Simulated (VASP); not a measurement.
Runs of VASP 6.6.1 on MoS2. The structure is that of space group P6_3/mmc (No. 194), or close to it. The cells are those of the table. 

| cell | gap on the mesh (eV) | pressure (GPa) | largest force (eV/Å) |
| --- | --- | --- | --- |
| a = 3.212, b = 3.212, c = 11.225 Å, angles 90.0, 90.0, 120.0°, 6 atoms | none | 7.2 | 1.72 |
| a = 3.307, b = 3.307, c = 12.967 Å, angles 90.0, 90.0, 120.0°, 6 atoms | 0.95 | -18.1 | 2.31 |
| a = 3.023, b = 3.023, c = 11.443 Å, angles 90.0, 90.0, 120.0°, 6 atoms | 0.55 | 28.7 | 2.86 |
| a = 3.307, b = 3.307, c = 11.660 Å, angles 90.0, 90.0, 120.0°, 6 atoms | 0.12 | -7.3 | 0.06 |
| a = 3.244, b = 3.244, c = 11.225 Å, angles 90.0, 90.0, 120.0°, 6 atoms | none | 3.9 | 1.47 |
| a = 3.181, b = 3.181, c = 12.096 Å, angles 90.0, 90.0, 120.0°, 6 atoms | 0.79 | -3.0 | 0.21 |
| a = 3.307, b = 3.307, c = 12.749 Å, angles 90.0, 90.0, 120.0°, 6 atoms | (c) | -16.8 | 1.98 |
| a = 3.244, b = 3.244, c = 11.007 Å, angles 90.0, 90.0, 120.0°, 6 atoms | none | 7.7 | 2.03 |
| a = 3.055, b = 3.055, c = 11.225 Å, angles 90.0, 90.0, 120.0°, 6 atoms | 0.38 | 28.9 | 3.22 |
| a = 3.275, b = 3.275, c = 11.660 Å, angles 90.0, 90.0, 120.0°, 6 atoms | (b) | -5.0 | 0.23 |
| a = 3.244, b = 3.244, c = 11.660 Å, angles 90.0, 90.0, 120.0°, 6 atoms | 0.28 | (a) | 0.41 |
| a = 3.275, b = 3.275, c = 11.878 Å, angles 90.0, 90.0, 120.0°, 6 atoms | 0.41 | -7.6 | 0.25 |

Alike in all rows: task single point; level PBE+D3(BJ); potentials or basis VASP PAW PBE potentials, release 64 (Mo_sv, S); no spin polarisation; k mesh 12 × 12 × 4; cutoff (eV) 520; smearing gaussian 0.05 eV.

Problem. Estimate the missing entries.

Solution. (a) -2.6; (b) 0.20; (c) 0.90.

Caveats: forces of over 1 eV/Å act on the atoms, so gaps and moduli don't describe the material at rest (at least some runs); the stress differs along the axes, from 1 to 20 GPa (at least some runs); the stress differs along the axes, from -22 to -16 GPa (at least some runs); the stress differs along the axes, from 27 to 33 GPa (at least some runs); the stress differs along the axes, from -12 to 2 GPa (at least some runs); the stress differs along the axes, from -3 to 17 GPa (at least some runs); the cell stands under tension (at least some runs).

A k mesh can miss the band edges, and the runs leave out spin-orbit coupling on Mo.

A gap of «none» marks levels without a gap at the run's occupations.
